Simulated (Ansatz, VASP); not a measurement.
KOs: VASP beside Ansatz

```
K Os
1.0
     2.77361    0.00000    0.00000
    -1.38680    2.40201    0.00000
     0.00000    0.00000    5.81464
K Os
1 1
Direct
  0.33333 0.66667 0.50000
  0.00000 0.00000 0.00000
```

Alike in both runs: functional PBE; k mesh 24 × 24 × 10; occupations gaussian, width 0.1 eV; no spin polarisation.

Ansatz relaxed the structure, and its values are those at the end. VASP's run is a single point on that final structure, the one shown.

|  | VASP | Ansatz |
| --- | --- | --- |
| version | VASP 6.6.1 | Ansatz 0.2.0 |
| potentials or method | VASP PAW PBE potentials, release 64 (K_sv, Os), cutoff 520 eV | scalar-relativistic, plane waves, PAW |
| valence electrons in the cell | 17 | 25 |

VASP gave:

* gap on the k mesh at the Fermi level (eV): none
* pressure (GPa): 0.2

Q: What did Ansatz give for the same quantities?

A: gap on the k mesh at the Fermi level (eV): none; pressure (GPa): 0.0.

A gap of «none» marks a metal or a gap that the smearing closes. The functional is the same, so the differences come from potentials, cutoffs and numerics. VASP's potentials hold 17 valence electrons a cell and Ansatz's 25, so a difference there can come from the potentials and not from the codes.

Neither program's run includes spin-orbit coupling.
